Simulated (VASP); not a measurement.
# Pt (I4/mmm) in VASP: single point with PBE

Aim: the single point of Pt with PBE.

Everything below comes from runs of VASP 6.6.1. Logs are shortened: lines on timing, memory, paths and dates and some standing lists are left out, and cuts for length are marked.

## Step 1: The cell of the first run

It takes space group I4/mmm (No. 139, tetragonal). Conventional cell: a = 2.699 Å, b = 2.699 Å, c = 4.123 Å, α = 90.00°, β = 90.00°, γ = 90.00°. Within 3.6 Å of Pt (site symmetry 4/mmm) lie 12 Pt at 2.70 to 2.81 Å.

## Step 2: Single point, PBE (15.02 Å³/atom)

INCAR reads:

```
SYSTEM = Pt
PREC = Accurate
ENCUT = 520
EDIFF = 1E-6
ISMEAR = 0
SIGMA = 0.15
LREAL = .False.
LASPH = .True.
NELM = 60
ALGO = Fast
ISIF = 2
LWAVE = .False.
LCHARG = .False.
GGA = PE
NBANDS = 11
```

KPOINTS reads:

```
regular mesh
0
Gamma
  22 22 22
  0 0 0
```

POSCAR reads:

```
Pt
1.0
    0.0000000000      1.9083584956      2.0615996827
    1.9083584956      0.0000000000      2.0615996827
    1.9083584956      1.9083584956      0.0000000000
Pt
1
Direct
    0.0000000000      0.0000000000      0.0000000000
```

Potentials or basis: VASP PAW PBE potentials, release 64 (Pt).

Started as:

```sh
> cat potpaw_PBE.64/Pt/POTCAR > POTCAR
> mpirun -np 1 vasp_std > vasp.out
```

OUTCAR:

```text
SYSTEM = Pt
   PREC = Accurate
   ENCUT = 520
   EDIFF = 1E-6
   ISMEAR = 0
   LREAL = .False.
   LASPH = .True.
   NELM = 60
   ISIF = 2
   GGA = PE

 ion  position               nearest neighbor table
   1  0.000  0.000  0.000-

  LATTYP: Found a body centered tetragonal cell.
 ALAT       =     2.6988264663
 C/A-ratio  =     1.5277749114

  Lattice vectors:

 A1 = (  -1.9083584956,   0.0000000000,   2.0615996827)
 A2 = (   1.9083584956,   0.0000000000,   2.0615996827)
 A3 = (   0.0000000000,   1.9083584956,  -2.0615996827)

Analysis of symmetry for initial positions (statically):
=====================================================================
 Subroutine PRICEL returns:
 Original cell was already a primitive cell.

 Routine SETGRP: Setting up the symmetry group for a
 body centered tetragonal supercell.

 Subroutine GETGRP returns: Found 16 space group operations
 (whereof 16 operations were pure point group operations)
 out of a pool of 16 trial point group operations.

The static configuration has the point symmetry D_4h.

Analysis of symmetry for dynamics (positions and initial velocities):
=====================================================================
 Subroutine PRICEL returns:
 Original cell was already a primitive cell.

 Routine SETGRP: Setting up the symmetry group for a
 body centered tetragonal supercell.

 Subroutine GETGRP returns: Found 16 space group operations
 (whereof 16 operations were pure point group operations)
 out of a pool of 16 trial point group operations.

The dynamic configuration has the point symmetry D_4h.

 Subroutine INISYM returns: Found 16 space group operations
 (whereof 16 operations are pure point group operations),
 and found     1 'primitive' translations

----------------------------------------------------------------------------------------

                                     Primitive cell

  volume of cell :      15.0160

  direct lattice vectors                    reciprocal lattice vectors
     0.000000000  1.908358496  2.061599683    -0.262005279  0.262005279  0.242530111
     1.908358496  0.000000000  2.061599683     0.262005279 -0.262005279  0.242530111
     1.908358496  1.908358496  0.000000000     0.262005279  0.262005279 -0.242530111

  length of vectors
     2.809274889  2.809274889  2.698826466     0.442848041  0.442848041  0.442848041

  position of ions in fractional coordinates (direct lattice)
     0.000000000  0.000000000  0.000000000

  ion indices of the primitive-cell ions
   primitive index   ion index
                 1           1

----------------------------------------------------------------------------------------

 KPOINTS: regular mesh

Automatic generation of k-mesh.
 Grid dimensions read from file:
 generate k-points for:   22   22   22

 Generating k-lattice:

  Cartesian coordinates                     Fractional coordinates (reciprocal lattice)
    -0.011909331  0.011909331  0.011024096     0.045454545  0.000000000  0.000000000
     0.011909331 -0.011909331  0.011024096     0.000000000  0.045454545  0.000000000
     0.011909331  0.011909331 -0.011024096    -0.000000000 -0.000000000  0.045454545

  Length of vectors
     0.020129456  0.020129456  0.020129456

  Shift w.r.t. Gamma in fractional coordinates (k-lattice)
     0.000000000  0.000000000  0.000000000

 Subroutine IBZKPT returns following result:
 ===========================================

 Found    834 irreducible k-points:

 Following reciprocal coordinates:
            Coordinates               Weight
  0.000000  0.000000  0.000000      1.000000
  0.045455 -0.000000  0.000000      8.000000
  0.090909 -0.000000  0.000000      8.000000
  0.136364  0.000000  0.000000      8.000000
  0.181818  0.000000  0.000000      8.000000
  0.227273 -0.000000  0.000000      8.000000
[... 16 lines left out ...]
  0.500000  0.045455  0.000000      8.000000
 -0.454545  0.045455  0.000000      8.000000
 [... further k-points ...]
   k-points           NKPTS =    834   k-points in BZ     NKDIM =    834   number of bands    NBANDS=     11
   number of dos      NEDOS =    301   number of ions     NIONS =      1
   total plane-waves  NPLWV =  11520
   dimension x,y,z NGX =    24 NGY =   24 NGZ =   20
   dimension x,y,z NGXF=    48 NGYF=   48 NGZF=   40
   ions per type =               1
   NGX,Y,Z   is equivalent  to a cutoff of  14.20, 14.20, 12.32 a.u.
   NGXF,Y,Z  is equivalent  to a cutoff of  28.41, 28.41, 24.64 a.u.
 SYSTEM =  Pt
   PREC   = accura    normal or accurate (medium, high low for compatibility)
   ISTART =      0    job   : 0-new  1-cont  2-samecut
   ICHARG =      2    charge: 1-file 2-atom 10-const
   ISPIN  =      1    spin polarized calculation?
   LNONCOLLINEAR =      F non collinear calculations
   LSORBIT =      F    spin-orbit coupling
   LASPH  =      T    aspherical Exc in radial PAW
   ENCUT  =  520.0 eV  38.22 Ry    6.18 a.u.   5.22  5.22  5.02*2*pi/ulx,y,z
   NELM   =     60;   NELMIN=  2; NELMDL= -5     # of ELM steps
   EDIFF  = 0.1E-05   stopping-criterion for ELM
   LREAL  =      F    real-space projection
   EDIFFG = 0.1E-04   stopping-criterion for IOM
   NSW    =      0    number of steps for IOM
   IBRION =     -1    ionic relax: 0-MD 1-quasi-New 2-CG
   NFREE  =      0    steps in history (QN), initial steepest desc. (CG)
   ISIF   =      2    stress and relaxation
   ISYM   =      2    0-nonsym 1-usesym 2-fastsym
   POTIM  = 0.5000    time-step for ionic-motion
   TEBEG  =    0.0;   TEEND  =   0.0 temperature during run
   PSTRESS=    0.0 pullay stress
   NELECT =      10.0000    total number of electrons
   NUPDOWN=      -1.0000    fix difference up-down
   EMIN   =  10.00;   EMAX   =-10.00  energy-range for DOS
   EFERMI =   0.00;   METHOD = LEGACY
   ISMEAR =     0;   SIGMA  =   0.15  broadening in eV -4-tet -1-fermi 0-gaus
   EFERMI_NEDOS =   21; number of points for ismear=-14 and -15
   IALGO  =     68    algorithm
   IMIX   =      4    mixing-type and parameters
     AMIX     =   0.40;   BMIX     =  1.00
     AMIX_MAG =   1.60;   BMIX_MAG =  1.00
  volume/ion in A,a.u.               =      15.02       101.33
  Fermi-wavevector in a.u.,A,eV,Ry     =   1.429629  2.701607 27.808127  2.043840
  Thomas-Fermi vector in A             =   2.549562
   LORBIT       =      0    0 simple, 1 ext, 2 COOP (PROOUT), +10 PAW based schemes
   GGA     = PE    functional components
   LHFCALC =     F    Hartree Fock is set to
   AEXX    =    0.0000 exact exchange contribution
   IVDW    =     0    specifies the selected vdW correction
   LEPSILON=     F    determine dielectric tensor
   LRPA    =     F    only Hartree local field effects (RPA)
 non-spin polarized calculation
 RMM-DIIS sequential band-by-band and
 Gauss-broadening in eV      SIGMA  =   0.15
  energy-cutoff  :      520.00
  volume of cell :       15.02
 maximum number of plane-waves:       415
 NGX is ok and might be reduce to    24
   NGX = 11   NGY = 11   NGZ =  9

 number of electron      10.0000001 magnetization

 Free energy of the ion-electron system (eV)
  ---------------------------------------------------
  ext. energy  EPLUGINS =         0.00000000
  ---------------------------------------------------
  free energy    TOTEN  =        -6.06687135 eV

  energy without entropy =       -6.04686876  energy(sigma->0) =       -6.05687006

 E-fermi :  11.3193     XC(G=0): -13.5142

 val. band max:       11.3189864267   @ k =   0.4545   0.4091   0.0455
 cond. band min:      11.3201379922   @ k =  -0.3182   0.1818   0.1364
 fundamental gap:      0.0011515655
 Fermi energy:        11.3192881639

 k-point     1 :       0.0000    0.0000    0.0000
  band No.  band energies     occupation
      1       1.0859      2.00000
      2       6.9316      2.00000
      3       7.8859      2.00000
      4       7.8859      2.00000
      5       9.1138      2.00000
      6      10.2333      2.00000
      7      26.0755      0.00000
      8      29.7022      0.00000
      9      31.6387      0.00000
     10      31.6387      0.00000
     11      36.4637      0.00000

 k-point     2 :       0.0455   -0.0000    0.0000
  band No.  band energies     occupation
      1       1.1700      2.00000
      2       6.9508      2.00000
      3       7.8603      2.00000
      4       7.9191      2.00000
      5       9.1054      2.00000
      6      10.2039      2.00000
      7      26.2067      0.00000
      8      29.6839      0.00000
      9      31.2931      0.00000
     10      31.7723      0.00000
     11      37.0026      0.00000

 k-point     3 :       0.0909   -0.0000    0.0000
  band No.  band energies     occupation
      1       1.4176      2.00000
      2       6.9943      2.00000
      3       7.7960      2.00000
      4       8.0126      2.00000
      5       9.0956      2.00000
      6      10.1250      2.00000
      7      26.5752      0.00000
      8      29.2629      0.00000
      9      30.9956      0.00000
     10      32.1635      0.00000
     11      37.9098      0.00000

 k-point     4 :       0.1364    0.0000    0.0000
  band No.  band energies     occupation
      1       1.8118      2.00000
      2       7.0274      2.00000
      3       7.7219      2.00000
      4       8.1459      2.00000
      5       9.1283      2.00000
      6      10.0257      2.00000
      7      27.0967      0.00000
      8      28.2010      0.00000
      9      31.3707      0.00000
     10      32.7821      0.00000
     11      36.9675      0.00000
[... 239 lines left out ...]
 k-point    22 :       0.4545    0.0455    0.0000
  band No.  band energies     occupation
      1       4.0500      2.00000
      2       7.0176      2.00000
      3       8.0269      2.00000
      4       9.8482      2.00000
      5      11.1593      1.86851
      6      11.6621      0.00123
      7      18.2015      0.00000
      8      25.6148      0.00000
      9      30.3035      0.00000
     10      31.1601      0.00000
     11      38.4441      0.00000

 k-point    23 :       0.5000    0.0455    0.0000
  band No.  band energies     occupation
      1       4.0525      2.00000
      2       6.9957      2.00000
      3       7.9737      2.00000
      4      10.3047      2.00000
      5      11.1993      1.74196
      6      12.0993      0.00000
      7      17.3351      0.00000
      8      25.4412      0.00000
      9      29.7720      0.00000
     10      31.0630      0.00000
     11      38.6962      0.00000

 k-point    24 :      -0.4545    0.0455    0.0000
  band No.  band energies     occupation
      1       4.0556      2.00000
      2       7.0172      2.00000
      3       7.9675      2.00000
      4      10.1954      2.00000
      5      11.1125      1.94881
      6      12.1807      0.00000
      7      17.4470      0.00000
      8      25.4641      0.00000
      9      29.6377      0.00000
     10      31.3123      0.00000
     11      38.3673      0.00000

 [... further k-points ...]

------------------------ aborting loop because EDIFF is reached ----------------------------------------

  FORCE on cell =-STRESS in cart. coord.  units (eV):
  Direction    XX          YY          ZZ          XY          YZ          ZX
  --------------------------------------------------------------------------------------
  -------------------------------------------------------------------------------------
  Total        1.4178660      1.4178660      0.4494917      0.0000000      0.0000000      0.0000000
  in kB      151.2834860    151.2834860     47.9598684      0.0000000      0.0000000      0.0000000
  external PRESSURE =     116.8422802 kB  Pullay stress =       0.0000000 kB

 VOLUME and BASIS-vectors are now :
 -----------------------------------------------------------------------------
  energy-cutoff  :      520.00
  volume of cell :       15.02
      direct lattice vectors                 reciprocal lattice vectors
     0.000000000  1.908358496  2.061599683    -0.262005279  0.262005279  0.242530111
     1.908358496  0.000000000  2.061599683     0.262005279 -0.262005279  0.242530111
     1.908358496  1.908358496  0.000000000     0.262005279  0.262005279 -0.242530111

 POSITION                                       TOTAL-FORCE (eV/Angst)
 -----------------------------------------------------------------------------------
      0.00000      0.00000      0.00000         0.000000      0.000000      0.000000
 -----------------------------------------------------------------------------------
    total drift:                                0.000000      0.000000     -0.000000

  FREE ENERGIE OF THE ION-ELECTRON SYSTEM (eV)
  ---------------------------------------------------
  free  energy   TOTEN  =        -6.0668713534 eV

  energy  without entropy=       -6.0468687568  energy(sigma->0) =       -6.05687006
```

It took 76 s on 1 thread of Intel Xeon Platinum 8259CL at 2.50GHz (Skylake/Cascade Lake), shared host; peak memory 0.25 GiB.

What came out:

```yaml
Free_energy: -6.0669 eV
Pressure: 11.7 GPa
Band_gap_on_the_k_mesh: zero (bands 5 and 6 overlap by 2.65 eV)
```

Caveat: the stress differs along the axes, from 5 to 15 GPa; spin-orbit coupling is left out, which moves the levels of the heavy elements.
